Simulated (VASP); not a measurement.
Runs of VASP 6.6.1 on Li2S. The structure is cubic, space group Fm-3m (No. 225). The conventional cell has a = 5.670 Å, b = 5.670 Å, c = 5.670 Å, α = 90.00°, β = 90.00°, γ = 90.00°. Within 3.2 Å of Li (site symmetry -43m) lie 4 S at 2.46 Å and 6 Li at 2.84 Å. S (site symmetry m-3m) has 8 Li at 2.46 Å within 3.2 Å. 

```tsv
k mesh	smearing	gap on the mesh (eV)	pressure (GPa)
2 × 2 × 2	gaussian 0.01 eV	3.26	3.5
4 × 4 × 4	methfessel-paxton 0.136057 eV	3.37	0.6
2 × 2 × 2	gaussian 0.1 eV	3.26	3.5
4 × 4 × 4	gaussian 0.0037 eV	3.37	0.6
1 × 1 × 1	gaussian 0.1 eV	-	32.1
4 × 4 × 4	fermi-dirac 0.02 eV	3.37	0.6
4 × 4 × 4	tetrahedron	3.37	0.6
4 × 4 × 4	gaussian 0.01 eV	3.38	(a)
```

Alike in all rows: task single point; level PBE; potentials or basis VASP PAW PBE potentials, release 64 (Li_sv, S); no spin polarisation; cell as given; cutoff (eV) 750.

Task: Fill in the values left out.

Result: (a) 0.7.

Caveats: all runs use coarse meshes.

A k mesh can miss the band edges.
